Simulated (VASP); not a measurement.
# Si6HO12 (a cell with a defect) in VASP: a series of runs

Runs on Si6HO12 (a cell with a defect). Level: LDA. Tasks: single point.

Everything below comes from runs of VASP 6.6.1. Logs are shortened: lines on timing, memory, paths and dates and some standing lists are left out, and cuts for length are marked.

### 1 The cell of the first run

The cell holds a defect, 19 atoms: a = 7.321 Å, b = 7.321 Å, c = 8.737 Å, α = 126.46°, β = 126.46°, γ = 38.85°.

### 2 Single point, LDA

File INCAR:

```
  ALGO = Normal
  EDIFF = 1E-6
  ENCUT = 520
  GGA = CA
  ISIF = 2
  ISMEAR = -1
  LASPH = T
  LCHARG = F
  LREAL = Auto
  LWAVE = F
  NBANDS = 64
  NELECT = 96.0
  NELM = 100
  PREC = Accurate
  SIGMA = 0.02
```

File KPOINTS:

```
k-points
0
Gamma
  2 2 2
```

File POSCAR:

```
Si6HO12
1.0
    6.9039970000     -2.4346000000      0.0000000000
    6.9039970000      2.4346000000      0.0000000000
   -5.5056060000      0.0000000000      6.7841890000
Si O H
6 12 1
Direct
    0.0368044188      0.9760671313      0.7510305211
    0.9841290101     -0.0085322073      0.2429397235
    0.9221346670      0.4210055287      0.1504557140
    0.5824933118      0.0810092898      0.3477865962
    0.0927809541      0.5705144627      0.8354627207
    0.4318555248      0.9066542597      0.6496922477
    0.2213924585      0.3497268871      0.3192602683
    0.6401031616      0.7729048538      0.1975201457
    0.7903444935      0.6270462104      0.6745192388
    0.3860024011      0.2112854044      0.8030615008
    0.9414565465      0.2812507632      0.9303122304
    0.7391049762      0.0645099709      0.5711673127
    0.0670885704      0.7027009913      0.0573667685
    0.2633048040      0.9438124849      0.4263679859
    0.8499092800      0.2367600973      0.1433077705
    0.7062428477      0.1427609615      0.2942790951
    0.1424824306      0.7419279247      0.8250872728
    0.2979808101      0.8481389469      0.6935135504
    0.7490563858      0.1864937472      1.0017470032
```

Potentials or basis: VASP PAW LDA potentials, release 64 (Si, O, H).

Started as:

```console
$ cat potpaw_LDA.64/Si/POTCAR potpaw_LDA.64/O/POTCAR potpaw_LDA.64/H/POTCAR > POTCAR
$ mpirun -np 1 vasp_std > vasp.out
```

OUTCAR:

```text
EDIFF = 1E-6
   ENCUT = 520
   GGA = CA
   ISIF = 2
   ISMEAR = -1
   LASPH = T
   LREAL = Auto
   NELECT = 96.0
   NELM = 100
   PREC = Accurate

 ion  position               nearest neighbor table
   1  0.037  0.976  0.751-  18 1.61  12 1.61  17 1.62  11 1.63   3 3.03   4 3.06   6 3.10   5 3.14

   2  0.984  0.991  0.243-  14 1.59  16 1.60  13 1.60  15 1.74   5 3.05   6 3.06   4 3.07
   3  0.922  0.421  0.150-  11 1.59   8 1.59   7 1.59  15 1.75   4 3.00   4 3.00   1 3.03
   4  0.582  0.081  0.348-  12 1.59   7 1.62  16 1.62   8 1.63   3 3.00   3 3.00   1 3.06   2 3.07

   5  0.093  0.571  0.835-  17 1.61   9 1.62  10 1.63  13 1.63   6 2.99   6 3.01   2 3.05   1 3.14

   6  0.432  0.907  0.650-  18 1.61   9 1.61  14 1.63  10 1.64   5 2.99   5 3.01   2 3.06   1 3.10

   7  0.221  0.350  0.319-   3 1.59   4 1.62
   8  0.640  0.773  0.198-   3 1.59   4 1.63
   9  0.790  0.627  0.675-   6 1.61   5 1.62
  10  0.386  0.211  0.803-   5 1.63   6 1.64
  11  0.941  0.281  0.930-   3 1.59   1 1.63
  12  0.739  0.065  0.571-   4 1.59   1 1.61
  13  0.067  0.703  0.057-   2 1.60   5 1.63
  14  0.263  0.944  0.426-   2 1.59   6 1.63
  15  0.850  0.237  0.143-  19 1.00   2 1.74   3 1.75
  16  0.706  0.143  0.294-   2 1.60   4 1.62
  17  0.142  0.742  0.825-   5 1.61   1 1.62
  18  0.298  0.848  0.694-   1 1.61   6 1.61
  19  0.749  0.186  0.002-  15 1.00

  LATTYP: Found a base centered monoclinic cell.
 ALAT       =    13.8079940000
 B/A-ratio  =     0.3526363062
 C/A-ratio  =     0.6327566539
 COS(beta)  =    -0.6301411165

  Lattice vectors:

 A1 = (   6.9039970000,  -2.4346000000,   0.0000000000)
 A2 = (   6.9039970000,   2.4346000000,   0.0000000000)
 A3 = (  -5.5056060000,   0.0000000000,   6.7841890000)

Analysis of symmetry for initial positions (statically):
=====================================================================
 Subroutine PRICEL returns:
 Original cell was already a primitive cell.

 Routine SETGRP: Setting up the symmetry group for a
 base centered monoclinic supercell.

 Subroutine GETGRP returns: Found  1 space group operations
 (whereof  1 operations were pure point group operations)
 out of a pool of  4 trial point group operations.

The static configuration has the point symmetry C_1 .

Analysis of symmetry for dynamics (positions and initial velocities):
=====================================================================
 Subroutine PRICEL returns:
 Original cell was already a primitive cell.

 Routine SETGRP: Setting up the symmetry group for a
 base centered monoclinic supercell.

 Subroutine GETGRP returns: Found  1 space group operations
 (whereof  1 operations were pure point group operations)
 out of a pool of  4 trial point group operations.

The dynamic configuration has the point symmetry C_1 .

 Subroutine INISYM returns: Found  1 space group operations
 (whereof  1 operations are pure point group operations),
 and found     1 'primitive' translations

----------------------------------------------------------------------------------------

                                     Primitive cell

  volume of cell :     228.0637

  direct lattice vectors                    reciprocal lattice vectors
     6.903997000 -2.434600000  0.000000000     0.072421816 -0.205372546  0.058772830
     6.903997000  2.434600000  0.000000000     0.072421816  0.205372546  0.058772830
    -5.505606000  0.000000000  6.784189000     0.000000000  0.000000000  0.147401554

  length of vectors
     7.320686562  7.320686562  8.737100080     0.225559410  0.225559410  0.147401554

  position of ions in fractional coordinates (direct lattice)
     0.036804419  0.976067131  0.751030521
     0.984129010  0.991467793  0.242939724
     0.922134667  0.421005529  0.150455714
     0.582493312  0.081009290  0.347786596
     0.092780954  0.570514463  0.835462721
     0.431855525  0.906654260  0.649692248
[... 11 lines left out ...]
     0.297980810  0.848138947  0.693513550
     0.749056386  0.186493747  0.001747003

  ion indices of the primitive-cell ions
   primitive index   ion index
                 1           1
                 2           2
                 3           3
                 4           4
                 5           5
                 6           6
[... 11 lines left out ...]
                18          18
                19          19

----------------------------------------------------------------------------------------

 KPOINTS: k-points

Automatic generation of k-mesh.
 Grid dimensions read from file:
 generate k-points for:    2    2    2

 Generating k-lattice:

  Cartesian coordinates                     Fractional coordinates (reciprocal lattice)
     0.036210908 -0.102686273  0.029386415     0.500000000  0.000000000  0.000000000
     0.036210908  0.102686273  0.029386415     0.000000000  0.500000000  0.000000000
     0.000000000  0.000000000  0.073700777     0.000000000  0.000000000  0.500000000

  Length of vectors
     0.112779705  0.112779705  0.073700777

  Shift w.r.t. Gamma in fractional coordinates (k-lattice)
     0.000000000  0.000000000  0.000000000

 Subroutine IBZKPT returns following result:
 ===========================================

 Found      8 irreducible k-points:

 Following reciprocal coordinates:
            Coordinates               Weight
  0.000000  0.000000  0.000000      1.000000
  0.500000 -0.000000  0.000000      1.000000
 -0.000000  0.500000  0.000000      1.000000
  0.500000  0.500000  0.000000      1.000000
  0.000000  0.000000  0.500000      1.000000
  0.500000 -0.000000  0.500000      1.000000
 -0.000000  0.500000  0.500000      1.000000
  0.500000  0.500000  0.500000      1.000000
   k-points           NKPTS =      8   k-points in BZ     NKDIM =      8   number of bands    NBANDS=     64
   number of dos      NEDOS =    301   number of ions     NIONS =     19
   total plane-waves  NPLWV = 204120
   dimension x,y,z NGX =    54 NGY =   54 NGZ =   70
   dimension x,y,z NGXF=   108 NGYF=  108 NGZF=  140
   ions per type =               6  12   1
   NGX,Y,Z   is equivalent  to a cutoff of  12.26, 12.26, 13.32 a.u.
   NGXF,Y,Z  is equivalent  to a cutoff of  24.53, 24.53, 26.64 a.u.
 SYSTEM =  unknown system
   PREC   = accura    normal or accurate (medium, high low for compatibility)
   ISTART =      0    job   : 0-new  1-cont  2-samecut
   ICHARG =      2    charge: 1-file 2-atom 10-const
   ISPIN  =      1    spin polarized calculation?
   LNONCOLLINEAR =      F non collinear calculations
   LSORBIT =      F    spin-orbit coupling
   LASPH  =      T    aspherical Exc in radial PAW
   ENCUT  =  520.0 eV  38.22 Ry    6.18 a.u.  13.61 13.61 16.25*2*pi/ulx,y,z
   NELM   =    100;   NELMIN=  2; NELMDL= -5     # of ELM steps
   EDIFF  = 0.1E-05   stopping-criterion for ELM
   LREAL  =      T    real-space projection
   EDIFFG = 0.1E-04   stopping-criterion for IOM
   NSW    =      0    number of steps for IOM
   IBRION =     -1    ionic relax: 0-MD 1-quasi-New 2-CG
   NFREE  =      0    steps in history (QN), initial steepest desc. (CG)
   ISIF   =      2    stress and relaxation
   ISYM   =      2    0-nonsym 1-usesym 2-fastsym
   POTIM  = 0.5000    time-step for ionic-motion
   TEBEG  =    0.0;   TEEND  =   0.0 temperature during run
   PSTRESS=    0.0 pullay stress
   NELECT =      96.0000    total number of electrons
   NUPDOWN=      -1.0000    fix difference up-down
   EMIN   =  10.00;   EMAX   =-10.00  energy-range for DOS
   EFERMI =   0.00;   METHOD = LEGACY
   ISMEAR =    -1;   SIGMA  =   0.02  broadening in eV -4-tet -1-fermi 0-gaus
   EFERMI_NEDOS =   21; number of points for ismear=-14 and -15
   IALGO  =     38    algorithm
   IMIX   =      4    mixing-type and parameters
     AMIX     =   0.40;   BMIX     =  1.00
     AMIX_MAG =   1.60;   BMIX_MAG =  1.00
  volume/ion in A,a.u.               =      12.00        81.00
  Fermi-wavevector in a.u.,A,eV,Ry     =   1.226911  2.318526 20.481007  1.505312
  Thomas-Fermi vector in A             =   2.361894
   LORBIT       =      0    0 simple, 1 ext, 2 COOP (PROOUT), +10 PAW based schemes
   GGA     = CA    functional components
   LHFCALC =     F    Hartree Fock is set to
   AEXX    =    0.0000 exact exchange contribution
   IVDW    =     0    specifies the selected vdW correction
   LEPSILON=     F    determine dielectric tensor
   LRPA    =     F    only Hartree local field effects (RPA)
 non-spin polarized calculation
  energy-cutoff  :      520.00
  volume of cell :      228.06
 maximum number of plane-waves:      6156
   NGX = 27   NGY = 27   NGZ = 33

 number of electron      95.9999997 magnetization

 Free energy of the ion-electron system (eV)
  ---------------------------------------------------
  ext. energy  EPLUGINS =         0.00000000
  ---------------------------------------------------
  free energy    TOTEN  =      -162.33585059 eV

  energy without entropy =     -162.33585059  energy(sigma->0) =     -162.33585059

 E-fermi :   1.4045     XC(G=0):  -9.7700

 val. band max:        0.9447014907   @ k =   0.5000   0.5000   0.0000
 cond. band min:       6.2427265108   @ k =   0.0000   0.0000   0.0000
 fundamental gap:      5.2980250202
 Fermi energy:         1.4045403117

 k-point     1 :       0.0000    0.0000    0.0000
  band No.  band energies     occupation
      1     -19.2986      2.00000
      2     -17.9053      2.00000
      3     -17.7014      2.00000
      4     -17.1181      2.00000
      5     -16.7360      2.00000
      6     -16.7112      2.00000
[... 52 lines left out ...]
     59      10.8263      0.00000
     60      10.9728      0.00000

 k-point     2 :       0.5000   -0.0000    0.0000
  band No.  band energies     occupation
      1     -19.2420      2.00000
      2     -17.6293      2.00000
      3     -17.2994      2.00000
      4     -17.2536      2.00000
      5     -17.1676      2.00000
      6     -16.8012      2.00000
[... 367 lines left out ...]
     59      10.7804      0.00000
     60      10.9396      0.00000

 k-point     8 :       0.5000    0.5000    0.5000
  band No.  band energies     occupation
      1     -19.2714      2.00000
      2     -17.9843      2.00000
      3     -17.6925      2.00000
      4     -17.1575      2.00000
      5     -16.8239      2.00000
      6     -16.5244      2.00000
[... 52 lines left out ...]
     59      10.7949      0.00000
     60      11.0614      0.00000
 [bands above 60 left out]

------------------------ aborting loop because EDIFF is reached ----------------------------------------

  FORCE on cell =-STRESS in cart. coord.  units (eV):
  Direction    XX          YY          ZZ          XY          YZ          ZX
  --------------------------------------------------------------------------------------
  -------------------------------------------------------------------------------------
  Total      -13.0660415    -10.2349279     -9.0312234     -0.0426039      0.6708823      0.1766852
  in kB      -91.7906550    -71.9017112    -63.4455292     -0.2992981      4.7130359      1.2412369
  external PRESSURE =     -75.7126318 kB  Pullay stress =       0.0000000 kB

 VOLUME and BASIS-vectors are now :
 -----------------------------------------------------------------------------
  energy-cutoff  :      520.00
  volume of cell :      228.06
      direct lattice vectors                 reciprocal lattice vectors
     6.903997000 -2.434600000  0.000000000     0.072421816 -0.205372546  0.058772830
     6.903997000  2.434600000  0.000000000     0.072421816  0.205372546  0.058772830
    -5.505606000  0.000000000  6.784189000     0.000000000  0.000000000  0.147401554

 POSITION                                       TOTAL-FORCE (eV/Angst)
 -----------------------------------------------------------------------------------
      2.85798      2.28673      5.09513         0.000744     -0.046077      0.000737
     12.30198      0.01787      1.64815         0.054440      0.007690      0.017392
      8.44469     -1.22005      1.02072        -0.040144     -0.002162      0.018724
      2.66604     -1.22091      2.35945        -0.016505      0.029567      0.008041
     -0.02034      1.16309      5.66794         0.038432     -0.060125      0.008060
      5.66412      1.15594      4.40764         0.033935     -0.048078     -0.021615
[... 11 lines left out ...]
      4.09459      1.33941      4.70493         0.023208     -0.007270     -0.012383
      6.44942     -1.36961      0.01185        -0.244027      0.451467     -0.170657
 -----------------------------------------------------------------------------------
    total drift:                               -0.015993      0.004082      0.003700

  FREE ENERGIE OF THE ION-ELECTRON SYSTEM (eV)
  ---------------------------------------------------
  free  energy   TOTEN  =      -162.3358505864 eV

  energy  without entropy=     -162.3358505864  energy(sigma->0) =     -162.33585059
```

It took 2.8 min on 1 thread of Intel Xeon 6975P-C (Granite Rapids), shared host; peak memory 0.38 GiB.

Results:

| Item | Value |
| --- | --- |
| Free energy | -162.3359 eV |
| Largest force | 0.541 eV/Å |

Forces on the atoms (eV/Å):
```
Si   0.001 -0.046  0.001
Si   0.054  0.008  0.017
Si  -0.040 -0.002  0.019
Si  -0.017  0.030  0.008
Si   0.038 -0.060  0.008
Si   0.034 -0.048 -0.022
O   -0.017 -0.030  0.013
O    0.005  0.008 -0.019
O    0.018 -0.043 -0.009
O    0.043 -0.059  0.054
O   -0.004 -0.023 -0.035
O   -0.016 -0.034  0.010
O    0.015 -0.028 -0.014
O    0.050 -0.009  0.031
O    0.029  0.014  0.151
O   -0.016 -0.008  0.009
O    0.044 -0.113 -0.039
O    0.023 -0.007 -0.012
H   -0.244  0.451 -0.171
```

Caveat: the k points lie up to 0.71 Å⁻¹ apart; the cell carries a net charge on a neutralising background, which shifts energy and pressure; the cell is charged against a uniform background, so pressure and absolute levels hang on convention.

### 3 Single point, LDA

File INCAR:

```
ALGO = Normal
EDIFF = 1E-7
ENCUT = 520
ISIF = 2
ISMEAR = -1
LASPH = True
LCHARG = False
LREAL = Auto
LWAVE = False
NBANDS = 64
NELECT = 96.0
NELM = 60
PREC = Accurate
SIGMA = 0.02
```

KPOINTS is that of step 2.

File POSCAR:

```
Si6HO12
1.0
    6.9039970000     -2.4346000000      0.0000000000
    6.9039970000      2.4346000000      0.0000000000
   -5.5056060000      0.0000000000      6.7841890000
Si O H
6 12 1
Direct
    0.0318606086      0.9842392335      0.7537615771
    0.9821823543     -0.0072179578      0.2437328913
    0.9208849266      0.4271524860      0.1545036555
    0.5797204610      0.0871237305      0.3496743679
    0.0882168204      0.5699883640      0.8371731684
    0.4285864878      0.9065434417      0.6505240346
    0.2197128774      0.3592298411      0.3226995887
    0.6368197768      0.7781678421      0.2016550541
    0.7865230368      0.6272759326      0.6750747952
    0.3753074860      0.2138094987      0.7982806788
    0.9423042346      0.2874114391      0.9342011256
    0.7368526561      0.0704166913      0.5730811745
    0.0638613497      0.7022561579      0.0593008243
    0.2641733682      0.9368218526      0.4264428659
    0.8686842251      0.2222043106      0.1417622652
    0.7027340928      0.1486857892      0.2956254609
    0.1155782143      0.7707860513      0.8365548189
    0.3000494678      0.8441109153      0.6971617389
    0.8796275405      0.0917453421      1.0007113599
```

Potentials or basis: VASP PAW LDA potentials, release 64 (Si, O, H).

Started as:

```console
$ cat potpaw_LDA.64/Si/POTCAR potpaw_LDA.64/O/POTCAR potpaw_LDA.64/H/POTCAR > POTCAR
$ mpirun -np 1 vasp_std > vasp.out
```

Run time: 3 min. Hardware: 1 thread of Intel Xeon 6975P-C (Granite Rapids), shared host; peak memory 0.39 GiB.

Results (log left out):

* Free energy: -162.1411 eV
* Largest force: 0.145 eV/Å

Forces in eV/Å, atoms in the order of the input:
```
Si  -0.004 -0.001  0.006
Si   0.044  0.036  0.008
Si  -0.037  0.038  0.018
Si  -0.012  0.055  0.009
Si   0.002 -0.042  0.013
Si   0.006 -0.036 -0.021
O    0.006  0.012  0.016
O   -0.010  0.030 -0.004
O    0.003 -0.025 -0.015
O    0.011 -0.024  0.012
O    0.015 -0.002 -0.022
O   -0.006 -0.013  0.017
O   -0.019 -0.015 -0.018
O    0.009 -0.005  0.018
O    0.018  0.018  0.095
O   -0.006  0.022  0.004
O   -0.008 -0.003  0.008
O   -0.001 -0.012 -0.003
H   -0.011 -0.034 -0.140
```

Levels at points of the mesh, in eV from the Fermi level:
```csv
k point,band 46,band 47,band 48,band 49,band 50,band 51
"(0.00, 0.00, 0.00)",-1.00,-0.87,-0.68,4.92,7.71,7.91
"(0.50, 0.00, 0.00)",-1.06,-0.72,-0.52,6.80,7.57,7.98
"(0.00, 0.50, 0.00)",-0.95,-0.71,-0.65,6.98,7.55,8.06
"(0.50, 0.50, 0.00)",-0.83,-0.66,-0.49,6.72,6.89,7.14
"(0.00, 0.00, 0.50)",-0.86,-0.66,-0.62,6.02,6.38,7.73
"(0.50, 0.00, 0.50)",-0.90,-0.70,-0.61,7.07,7.60,7.92
"(0.00, 0.50, 0.50)",-0.88,-0.81,-0.56,7.05,7.50,7.91
"(0.50, 0.50, 0.50)",-1.07,-0.90,-0.66,6.13,6.36,8.08
```

Caveat: the k points lie up to 0.71 Å⁻¹ apart; the cell carries a net charge on a neutralising background, which shifts energy and pressure; the cell is charged against a uniform background, so pressure and absolute levels hang on convention.
